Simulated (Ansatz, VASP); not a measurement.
Ge in VASP and in Ansatz

File POSCAR:

```
Ge
1.0
   -1.6190720985      1.6190720985      1.8855855271
    1.6190720985     -1.6190720985      1.8855855271
    1.6190720985      1.6190720985     -1.8855855271
Ge
1
Direct
    0.5000000000      0.5000000000      0.0000000000
```

INCAR.step1

```
SYSTEM = Ge
  PREC = Accurate
  ENCUT = 520
  EDIFF = 1E-5
  ISMEAR = -1
  SIGMA = 0.05
  LREAL = .FALSE.
  LASPH = .TRUE.
  NELM = 80
  ALGO = Normal
  ISIF = 2
  LWAVE = .TRUE.
  GGA = PE
  NBANDS = 13
```

File INCAR.step2:

```
SYSTEM = Ge
  PREC = Accurate
  ENCUT = 520
  EDIFF = 1E-6
  ISMEAR = -1
  SIGMA = 0.05
  LREAL = .FALSE.
  LASPH = .TRUE.
  NELM = 80
  ALGO = Normal
  ISIF = 2
  LWAVE = .FALSE.
  LCHARG = .TRUE.
  METAGGA = R2SCAN
  LHFCALC = .TRUE.
  AEXX = 0.25
  LMIXTAU = .TRUE.
  PRECFOCK = Normal
  LELF = .TRUE.
  LVHAR = .TRUE.
  ISTART = 1
  NBANDS = 13
```

Contents of KPOINTS:

```
Automatic mesh
0
G
  6 6 6
  0 0 0
```

input.yaml

```yaml
crystal:
  lattice:
    - [-1.6190720985, 1.6190720985, 1.8855855271]
    - [1.6190720985, -1.6190720985, 1.8855855271]
    - [1.6190720985, 1.6190720985, -1.8855855271]
  atoms:
    - { symbol: Ge, position: [0.5, 0.5, 0.0] }
hamiltonian:
  xc: r2scan0
  pseudopotentials: { kind: paw }
kpoints:
  mp_grid: { grid: [6, 6, 6] }
scf:
  occupations: { method: fermi_dirac, width: 0.05 }
output:
  forces: true
  stress: true
  eigenvalues: true
  write_density: true
  write_potential: true
  elf: true
  volumetric_format: npy
```

Alike in both runs: task single point; functional r2SCAN0; k mesh 6 × 6 × 6; occupations fermi-dirac, width 0.05 eV; no spin polarisation.

|  | VASP | Ansatz |
| --- | --- | --- |
| version | VASP 6.6.1 | Ansatz 0.2.0 |
| potentials or method | VASP PAW PBE potentials, release 64 (Ge_d) | Ansatz PAW |
| plane-wave cutoff (eV) | 520 | 500 |
| valence electrons in the cell | 14 | 14 |

|  | VASP | Ansatz | Ansatz less VASP |
| --- | --- | --- | --- |
| gap on the k mesh at the Fermi level (eV) | none | none | - |
| pressure (GPa) | -3.9 | -3.8 | +0.10 |
| traceless stress, the component that is largest in VASP (GPa) | -7.15 | -7.16 | -0.014 |

VASP's potentials were made for PBE, not for r2SCAN0. A gap of «none» marks a metal or a gap that the smearing closes. With one functional, cell and mesh, what is left measures potentials, basis and numerics.

The k mesh is coarse, so the values compare programs but aren't converged.
